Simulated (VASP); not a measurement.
The system is I.

```
CELL_PARAMETERS angstrom
2.53835 -3.70662 0.00000
2.53835 3.70662 0.00000
-1.62087 0.00000 2.38110
ATOMIC_POSITIONS crystal
I 0.50000 0.50000 0.50000
```

- Program: VASP 6.6.1
- Task: relaxation of cell and atoms
- Functional: PBEsol
- Dispersion: D4
- Potentials or basis: VASP PAW PBE potentials, release 64 (I)
- Cutoff: 600 eV
- k mesh: 7 × 7 × 11
- Occupations: fermi-dirac, width 0.05 eV
- Spin: no spin polarisation

At the start: pressure -1.0 GPa; volume 44.81 Å³/atom.

How do energy, volume and symmetry change on relaxing?

Over 26 steps the energy falls by 106.4 meV/atom and the volume is 35.30 Å³/atom (-21.2 %); space group Immm (No. 71, to 0.1 Å) before and after.

Step by step:
```
step  energy change (eV)  largest force (eV/Å)  pressure (GPa)  volume (Å³)
   1              0.0000                0.0000           -1.05        44.81
   2             -0.0075                0.0000           -0.12        42.93
   3             -0.0076                0.0000            0.02        42.67
   4             -0.0127                0.0000            0.03        41.95
   5             -0.0269                0.0000            0.19        39.82
   6             -0.0487                0.0000            1.09        35.71
   7              0.0634                0.0000            9.65        28.04
   8             -0.0506                0.0000            1.37        35.01
   9             -0.0624                0.0000            0.35        34.80
  10             -0.0639                0.0000            0.07        34.72
  11             -0.0644                0.0000           -0.39        34.55
  12             -0.0741                0.0000           -0.23        34.17
  13             -0.0954                0.0000            0.68        33.34
  14             -0.0301                0.0000            6.00        31.43
  15             -0.0957                0.0000            1.08        33.10
  16             -0.0962                0.0000            0.91        33.20
  17             -0.1009                0.0000            0.49        33.85
  18             -0.1021                0.0000            0.16        34.46
  19             -0.1061                0.0000            0.10        34.96
  20             -0.1063                0.0000            0.11        35.07
  21             -0.1063                0.0000            0.10        35.10
  22             -0.1063                0.0000            0.10        35.12
  23             -0.1064                0.0000           -0.05        35.32
  24             -0.1064                0.0000           -0.02        35.31
  25             -0.1064                0.0000            0.00        35.31
  26             -0.1064                0.0000            0.02        35.30
```

Final structure:
```
I
1.0
     2.21073   -3.53986   -0.36622
     2.21073    3.53986   -0.36622
    -1.75258    0.00000    2.54569
I
1
Direct
  0.50000 0.50000 0.50000
```

Caveat: the volume moved by over 15 % at a fixed basis, so the end points are rough; the PAW data sets were made with another functional, which shifts forces and pressure a little; an odd number of electrons without spin polarisation forces a metal; a magnetic or distorted state may lie lower.
